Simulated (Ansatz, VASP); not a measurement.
## Two plane-wave programs on LaAgS2

File INCAR:

```
PREC = Accurate ; ENCUT = 630
EDIFF = 1E-6 ; ISMEAR = -1
SIGMA = 0.02 ; LREAL = False
LASPH = True ; NELM = 200
ALGO = Normal ; ISIF = 2
LWAVE = False ; LCHARG = False
GGA = PE ; NBANDS = 29
GGA_COMPAT = False ; LMAXMIX = 6
```

KPOINTS

```
Automatic mesh
0
Gamma
  6 6 6
```

POSCAR

```
LaAgS2
1.0
    4.1300216913      0.0000000000      0.0000000000
    0.0000000000      4.1300216913      0.0000000000
    0.0000000000      0.0000000000      5.6048983238
Ag S La
1 2 1
Direct
    0.0000000000      0.0000000000      0.0000000000
    0.0000000000      0.0000000000      0.5000000000
    0.5000000000      0.5000000000      0.0000000000
    0.5000000000      0.5000000000      0.5000000000
```

Input for Ansatz:

```yaml
crystal:
  lattice:
    - [4.1300216913, 0.0, 0.0]
    - [0.0, 4.1300216913, 0.0]
    - [0.0, 0.0, 5.6048983238]
  atoms:
    - { symbol: Ag, position: [0.0, 0.0, 0.0] }
    - { symbol: S, position: [0.0, 0.0, 0.5] }
    - { symbol: La, position: [0.5, 0.5, 0.5] }
    - { symbol: S, position: [0.5, 0.5, 0.0] }
kpoints:
  mp_grid: { grid: [6, 6, 6] }
  band_path:
    path:
      - [[0.0, 0.0, 0.0], [7.567229564764e-53, 0.5, 0.0], [0.5, 0.5, 0.0], [0.0, 0.0, 0.0], [0.0, 0.0, 0.5], [7.567229564764e-53, 0.5, 0.5], [0.5, 0.5, 0.5], [0.0, 0.0, 0.5]]
      - [[7.567229564764e-53, 0.5, 0.0], [7.567229564764e-53, 0.5, 0.5]]
      - [[0.5, 0.5, 0.0], [0.5, 0.5, 0.5]]
    npoints: 10
hamiltonian:
  xc: pbe
scf:
  occupations: { method: fermi_dirac, width: 0.02 }
  n_extra_bands: 5
output:
  forces: true
  stress: true
  eigenvalues: true
  write_density: true
  write_potential: true
  elf: true
  volumetric_format: npy
```

Alike in both runs: task single point; functional PBE; k mesh 6 × 6 × 6; occupations fermi-dirac, width 0.02 eV; no spin polarisation.

```csv
,VASP,Ansatz
version,VASP 6.6.1,Ansatz 0.2.0
potentials or method,"VASP PAW PBE potentials, release 64 (Ag_sv_GW, S, La)","plane waves, PAW"
plane-wave cutoff (eV),630,420
valence electrons in the cell,42,42
```

|  | VASP | Ansatz | Ansatz less VASP |
| --- | --- | --- | --- |
| pressure (GPa) | 0.0 | 0.2 | +0.15 |

Neither program's run includes spin-orbit coupling.
